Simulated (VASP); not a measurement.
The system is KF (Carobbiite).

```
K F
1.0
     0.00000    2.65896    2.65896
     2.65896    0.00000    2.65896
     2.65896    2.65896    0.00000
K F
1 1
Direct
  0.00000 0.00000 0.00000
  0.50000 0.50000 0.50000
```

Base run:

* Program: VASP 6.6.1
* Functional: r2SCAN
* Potentials or basis: VASP PAW PBE potentials, release 64 (K_sv, F)
* Cutoff: 520 eV
* k mesh: 8 × 8 × 8
* Occupations: gaussian, width 0.01 eV
* Spin: no spin polarisation

Its results: band gap on the k mesh 6.91 eV, direct; pressure 0.0 GPa.

**Question.** The run is repeated on the same cell with these changes: functional from r2SCAN to PBE; occupations from gaussian, width 0.01 eV to fermi-dirac, width 0.02 eV. What comes out?

**Answer.** Band gap on the k mesh 6.24 eV, direct; pressure 2.0 GPa.

Caveats: the PAW data sets were made with another functional, which shifts forces and pressure a little (some runs).

A k mesh can miss the band edges.
